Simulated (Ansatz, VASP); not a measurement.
## One calculation of KMgF3, two programs

INCAR

```
SYSTEM = KMgF3
PREC = Accurate ; ENCUT = 520
EDIFF = 1E-7 ; ISMEAR = 0
SIGMA = 0.01 ; LREAL = .FALSE.
LASPH = .TRUE. ; NELM = 100
ALGO = Normal ; ISIF = 2
LWAVE = .FALSE. ; LCHARG = .FALSE.
GGA = PE ; NBANDS = 24
```

Contents of KPOINTS:

```
regular mesh
0
G
  6 6 6
  0 0 0
```

Contents of POSCAR:

```
KMgF3
1.0
    4.0538640592      0.0000000000      0.0000000000
    0.0000000000      4.0538640592      0.0000000000
    0.0000000000      0.0000000000      4.0538640592
K Mg F
1 1 3
Direct
    0.0000000000      0.0000000000      0.0000000000
    0.5000000000      0.5000000000      0.5000000000
    0.5000000000      0.5000000000      0.0000000000
    0.5000000000      0.0000000000      0.5000000000
    0.0000000000      0.5000000000      0.5000000000
```

Input for Ansatz:

```yaml
crystal:
  lattice:
    - [4.0538640592, 0.0, 0.0]
    - [0.0, 4.0538640592, 0.0]
    - [0.0, 0.0, 4.0538640592]
  atoms:
    - { symbol: K, position: [0.0, 0.0, 0.0] }
    - { symbol: Mg, position: [0.5, 0.5, 0.5] }
    - { symbol: F, position: [0.5, 0.5, 0.0] }
    - { symbol: F, position: [0.5, 0.0, 0.5] }
    - { symbol: F, position: [0.0, 0.5, 0.5] }
kpoints:
  mp_grid: { grid: [6, 6, 6] }
hamiltonian:
  xc: pbe
scf:
  occupations: { method: fixed }
  n_extra_bands: 5
output:
  forces: true
  stress: true
  eigenvalues: true
```

Alike in both runs: task single point; functional PBE; k mesh 6 × 6 × 6; no spin polarisation.

```csv
,VASP,Ansatz
version,VASP 6.6.1,Ansatz 0.2.0
potentials or method,"VASP PAW PBE potentials, release 64 (K_sv, Mg, F)","plane waves, PAW"
plane-wave cutoff (eV),520,420
occupations,"gaussian, width 0.01 eV",fixed
valence electrons in the cell,32,40
```

Ansatz gave:

```
gap on the k mesh at the Fermi level (eV) : 6.96
pressure (GPa)                            : 0.0
```

Estimate VASP's values.

gap on the k mesh at the Fermi level (eV): 6.93; pressure (GPa): -0.4.

VASP's potentials hold 32 valence electrons a cell and Ansatz's 40, so a difference there can come from the potentials and not from the codes.
